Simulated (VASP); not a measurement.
# BP (F-43m) in VASP: a series of runs

BP is run at these levels: PBE, PBEsol, LDA; tasks: dielectric tensor, elastic constants, density of states.

Program: VASP 6.6.1. These are calculated values, not measurements. Logs are shortened: lines on timing, memory, paths and dates and some standing lists are left out, and cuts for length are marked.

## 1. The cell of the first run

The structure is cubic, space group F-43m (No. 216). The conventional cell has a = 4.538 Å, b = 4.538 Å, c = 4.538 Å, α = 90.00°, β = 90.00°, γ = 90.00°. P (site symmetry -43m) has 4 B at 1.97 Å within 2.6 Å. Within 2.6 Å of B (site symmetry -43m) lie 4 P at 1.97 Å.

## 2. Dielectric tensor, PBE

Input file INCAR:

```
SYSTEM = BP
  PREC = Accurate
  ENCUT = 520
  EDIFF = 1E-8
  ISMEAR = 0
  SIGMA = 0.01
  LREAL = .False.
  LASPH = .True.
  NELM = 60
  ALGO = Normal
  ISIF = 2
  LWAVE = .False.
  LCHARG = .False.
  GGA = PE
  LEPSILON = .True.
```

Input file KPOINTS:

```
Automatic mesh
0
Gamma
  10 10 10
  0 0 0
```

Input file POSCAR:

```
BP
1.0
    0.0000000000      2.2690000000      2.2690000000
    2.2690000000      0.0000000000      2.2690000000
    2.2690000000      2.2690000000      0.0000000000
P B
1 1
Direct
    0.7500000000      0.7500000000      0.7500000000
    0.0000000000      0.0000000000      0.0000000000
```

Potentials or basis: VASP PAW PBE potentials, release 64 (P, B).

On the command line:

```sh
> cat potpaw_PBE.64/P/POTCAR potpaw_PBE.64/B/POTCAR > POTCAR
> mpirun -np 1 vasp_std > vasp.out
```

OUTCAR:

```text
SYSTEM = BP
   PREC = Accurate
   ENCUT = 520
   EDIFF = 1E-8
   ISMEAR = 0
   LREAL = .False.
   LASPH = .True.
   NELM = 60
   ISIF = 2
   GGA = PE
   LEPSILON = .True.

 ion  position               nearest neighbor table
   1  0.750  0.750  0.750-   2 1.97   2 1.97   2 1.97   2 1.97
   2  0.000  0.000  0.000-   1 1.97   1 1.97   1 1.97   1 1.97

  LATTYP: Found a face centered cubic cell.
 ALAT       =     4.5380000000

  Lattice vectors:

 A1 = (   0.0000000000,   2.2690000000,   2.2690000000)
 A2 = (   2.2690000000,   0.0000000000,   2.2690000000)
 A3 = (   2.2690000000,   2.2690000000,   0.0000000000)

Analysis of symmetry for initial positions (statically):
=====================================================================
 Subroutine PRICEL returns:
 Original cell was already a primitive cell.

 Routine SETGRP: Setting up the symmetry group for a
 face centered cubic supercell.

 Subroutine GETGRP returns: Found 24 space group operations
 (whereof 24 operations were pure point group operations)
 out of a pool of 48 trial point group operations.

The static configuration has the point symmetry T_d .

Analysis of symmetry for dynamics (positions and initial velocities):
=====================================================================
 Subroutine PRICEL returns:
 Original cell was already a primitive cell.

 Routine SETGRP: Setting up the symmetry group for a
 face centered cubic supercell.

 Subroutine GETGRP returns: Found 24 space group operations
 (whereof 24 operations were pure point group operations)
 out of a pool of 48 trial point group operations.

The dynamic configuration has the point symmetry T_d .

 Subroutine INISYM returns: Found 24 space group operations
 (whereof 24 operations are pure point group operations),
 and found     1 'primitive' translations

----------------------------------------------------------------------------------------

                                     Primitive cell

  volume of cell :      23.3633

  direct lattice vectors                    reciprocal lattice vectors
     0.000000000  2.269000000  2.269000000    -0.220361393  0.220361393  0.220361393
     2.269000000  0.000000000  2.269000000     0.220361393 -0.220361393  0.220361393
     2.269000000  2.269000000  0.000000000     0.220361393  0.220361393 -0.220361393

  length of vectors
     3.208850573  3.208850573  3.208850573     0.381677128  0.381677128  0.381677128

  position of ions in fractional coordinates (direct lattice)
     0.750000000  0.750000000  0.750000000
     0.000000000  0.000000000  0.000000000

  ion indices of the primitive-cell ions
   primitive index   ion index
                 1           1
                 2           2

----------------------------------------------------------------------------------------

 KPOINTS: Automatic mesh

Automatic generation of k-mesh.
 Grid dimensions read from file:
 generate k-points for:   10   10   10

 Generating k-lattice:

  Cartesian coordinates                     Fractional coordinates (reciprocal lattice)
    -0.022036139  0.022036139  0.022036139     0.100000000  0.000000000  0.000000000
     0.022036139 -0.022036139  0.022036139     0.000000000  0.100000000  0.000000000
     0.022036139  0.022036139 -0.022036139     0.000000000  0.000000000  0.100000000

[... 74 lines left out ...]
   IMIX   =      4    mixing-type and parameters
     AMIX     =   0.40;   BMIX     =  1.00
     AMIX_MAG =   1.60;   BMIX_MAG =  1.00
  volume/ion in A,a.u.               =      11.68        78.83
  Fermi-wavevector in a.u.,A,eV,Ry     =   1.145320  2.164342 17.847562  1.311759
  Thomas-Fermi vector in A             =   2.282009
   LORBIT       =      0    0 simple, 1 ext, 2 COOP (PROOUT), +10 PAW based schemes
   GGA     = PE    functional components
   LHFCALC =     F    Hartree Fock is set to
   AEXX    =    0.0000 exact exchange contribution
   IVDW    =     0    specifies the selected vdW correction
   LEPSILON=     T    determine dielectric tensor
   LRPA    =     F    only Hartree local field effects (RPA)
 non-spin polarized calculation
 Gauss-broadening in eV      SIGMA  =   0.01
  energy-cutoff  :      520.00
  volume of cell :       23.36
 maximum number of plane-waves:       639
   NGX = 11   NGY = 11   NGZ = 11

--------------------------------------- Ionic step        1  -------------------------------------------

 number of electron       8.0000000 magnetization

 E-fermi :   7.4871     XC(G=0): -10.9072

 val. band max:        7.4328380139   @ k =   0.0000   0.0000   0.0000
 cond. band min:       8.6721224947   @ k =   0.4000   0.4000   0.0000
 fundamental gap:      1.2392844808
 Fermi energy:         7.4870723420

 k-point     1 :       0.0000    0.0000    0.0000
  band No.  band energies     occupation
      1      -8.0276      2.00000
      2       7.4328      2.00000
      3       7.4328      2.00000
      4       7.4328      2.00000
      5      10.8335      0.00000
      6      10.8335      0.00000
      7      10.8335      0.00000
      8      14.8071      0.00000
[... 243 lines left out ...]
 k-point    24 :       0.4000    0.3000    0.0000
  band No.  band energies     occupation
      1      -5.0880      2.00000
      2       1.2727      2.00000
      3       3.3844      2.00000
      4       3.9175      2.00000
      5       9.2444      0.00000
      6      11.0561      0.00000
      7      16.9122      0.00000
      8      16.9205      0.00000

 [... further k-points ...]

  FORCE on cell =-STRESS in cart. coord.  units (eV):
  Direction    XX          YY          ZZ          XY          YZ          ZX
  --------------------------------------------------------------------------------------
  -------------------------------------------------------------------------------------
  Total        0.1311124      0.1311124      0.1311124     -0.0000000     -0.0000000     -0.0000000
  in kB        8.9912698      8.9912698      8.9912698     -0.0000000     -0.0000000     -0.0000000
  external PRESSURE =       8.9912698 kB  Pullay stress =       0.0000000 kB

 VOLUME and BASIS-vectors are now :
 -----------------------------------------------------------------------------
  energy-cutoff  :      520.00
  volume of cell :       23.36
      direct lattice vectors                 reciprocal lattice vectors
     0.000000000  2.269000000  2.269000000    -0.220361393  0.220361393  0.220361393
     2.269000000  0.000000000  2.269000000     0.220361393 -0.220361393  0.220361393
     2.269000000  2.269000000  0.000000000     0.220361393  0.220361393 -0.220361393

 POSITION                                       TOTAL-FORCE (eV/Angst)
 -----------------------------------------------------------------------------------
      3.40350      3.40350      3.40350         0.000000      0.000000      0.000000
      0.00000      0.00000      0.00000        -0.000000     -0.000000     -0.000000
 -----------------------------------------------------------------------------------
    total drift:                               -0.000000     -0.000000     -0.000000

  FREE ENERGIE OF THE ION-ELECTRON SYSTEM (eV)
  ---------------------------------------------------
  free  energy   TOTEN  =       -12.9304808790 eV

  energy  without entropy=      -12.9304808790  energy(sigma->0) =      -12.93048088

 HEAD OF MICROSCOPIC STATIC DIELECTRIC TENSOR (INDEPENDENT PARTICLE, excluding Hartree and local field effects)
 ------------------------------------------------------
           9.616501    -0.000000    -0.000000
           0.000000     9.616501    -0.000000
          -0.000000     0.000000     9.616501
 ------------------------------------------------------

 Free energy of the ion-electron system (eV)
  ---------------------------------------------------
  ---------------------------------------------------
  free energy    TOTEN  =        -0.57141234 eV

  energy without entropy =       -0.57141234

------------------------ aborting loop because EDIFF is reached ----------------------------------------

--------------------------------------- Ionic step        2  -------------------------------------------

------------------------ aborting loop because EDIFF is reached ----------------------------------------

--------------------------------------- Ionic step        3  -------------------------------------------

 Free energy of the ion-electron system (eV)
  ---------------------------------------------------
  ---------------------------------------------------
  free energy    TOTEN  =        -0.57141256 eV

  energy without entropy =       -0.57141256

------------------------ aborting loop because EDIFF is reached ----------------------------------------

 PIEZOELECTRIC TENSOR FIELD DIRECTION 3  (e Angst)
 -----------------------------------------------------------------------------
    -0.00059 -0.16096  0.00000           ( -0.00000 -0.07699  0.00000)
    -0.16096 -0.00059  0.00000           ( -0.07699 -0.00000  0.00000)
     0.00000  0.00000  0.00007           (  0.00000  0.00000 -0.00000)

 PIEZOELECTRIC TENSOR FIELD DIRECTION 3  (C/m^2)
 -----------------------------------------------------------------------------
    -0.00040 -0.11038  0.00000
    -0.11038 -0.00040  0.00000
     0.00000  0.00000  0.00005

 MACROSCOPIC STATIC DIELECTRIC TENSOR (including local field effects in DFT)
 ------------------------------------------------------
           9.270919     0.000000     0.000000
          -0.000000     9.270919     0.000000
          -0.000000     0.000000     9.270919
 ------------------------------------------------------

 PIEZOELECTRIC TENSOR (including local field effects)  for field in x, y, z        (e  Angst)
          XX          YY          ZZ          XY          YZ          ZX
  --------------------------------------------------------------------------------
  x     0.00000    -0.00000    -0.00000     0.00000    -0.15680     0.00000
  y     0.00000    -0.00000     0.00000     0.00000     0.00000    -0.15680
  z     0.00000    -0.00000     0.00000    -0.15680     0.00000     0.00000

 PIEZOELECTRIC TENSOR (including local field effects)  for field in x, y, z        (C/m^2)
          XX          YY          ZZ          XY          YZ          ZX
  --------------------------------------------------------------------------------
  x     0.00000    -0.00000    -0.00000     0.00000    -0.10753     0.00000
  y     0.00000    -0.00000     0.00000     0.00000     0.00000    -0.10753
  z     0.00000    -0.00000     0.00000    -0.10753     0.00000     0.00000

 BORN EFFECTIVE CHARGES (including local field effects) (in |e|, cummulative output)
 ---------------------------------------------------------------------------------
 ion    1
    1     0.49426     0.00000     0.00000
    2     0.00000     0.49426     0.00000
    3     0.00000     0.00000     0.49426
 ion    2
    1    -0.49426    -0.00000    -0.00000
    2     0.00000    -0.49426     0.00000
    3     0.00000     0.00000    -0.49426
```

It took 50 s on 1 thread of Intel Xeon 6975P-C (Granite Rapids), shared host; peak memory 0.2 GiB.

What came out:

- Band gap on the k mesh: 1.24 eV, indirect (least direct gap 3.40 eV)
- Electronic dielectric tensor (diagonal): 9.27
- Born charges (mean of the diagonal): P +0.49; B -0.49 e

Electronic dielectric tensor:
```
9.27 0.00 0.00
0.00 9.27 0.00
0.00 0.00 9.27
```

Born effective charge tensors (e):
atom 1, P
```
0.49 0.00 0.00
0.00 0.49 0.00
0.00 0.00 0.49
```
atom 2, B
```
-0.49  0.00  0.00
 0.00 -0.49  0.00
 0.00  0.00 -0.49
```

## 3. Elastic constants, PBEsol

Input file INCAR:

```
ALGO = Normal ; EDIFF = 1E-8
ENCUT = 600 ; GGA = PS
IBRION = 6 ; ISIF = 3
ISMEAR = 0 ; LASPH = True
LCHARG = False ; LREAL = False
LWAVE = False ; NELM = 80
NFREE = 2 ; NSW = 1
POTIM = 0.015 ; PREC = Accurate
SIGMA = 0.01
```

Input file KPOINTS:

```
k-points
0
Gamma
  8 8 8
```

POSCAR is that of step 2.

Potentials or basis: VASP PAW PBE potentials, release 64 (P, B).

On the command line:

```sh
> cat potpaw_PBE.64/P/POTCAR potpaw_PBE.64/B/POTCAR > POTCAR
> mpirun -np 1 vasp_std > vasp.out
```

Run time: 2.2 min. Hardware: 1 thread of Intel Xeon 6975P-C (Granite Rapids), shared host; peak memory 0.22 GiB.

It converged, with:

| Item | Value |
| --- | --- |
| Elastic constants C11, C12, C44 | 339, 77, 184 GPa |
| Voigt bulk modulus | 164 GPa |
| Highest phonon frequency at Γ, LO-TO splitting left out | 801 cm⁻¹ |

Phonon frequencies in cm⁻¹ (negative: imaginary):
```tsv
q point	frequencies
(0.000, 0.000, 0.000)	0 0 0 801 801 801
```

Elastic tensor in Voigt notation (GPa, in the Cartesian axes of the cell as first typed):
```
339  77  77   0   0   0
 77 339  77   0   0   0
 77  77 339   0   0   0
  0   0   0 184   0   0
  0   0   0   0 184   0
  0   0   0   0   0 184
```

Clamped-ion elastic tensor (GPa):
```
339  77  77   0   0   0
 77 339  77   0   0   0
 77  77 339   0   0   0
  0   0   0 205   0   0
  0   0   0   0 205   0
  0   0   0   0   0 205
```

Caveat: the cell is under stress, which shifts elastic constants; the PAW data sets were made with another functional, which shifts forces and pressure a little.

(Part 1 of 2 ends here.)
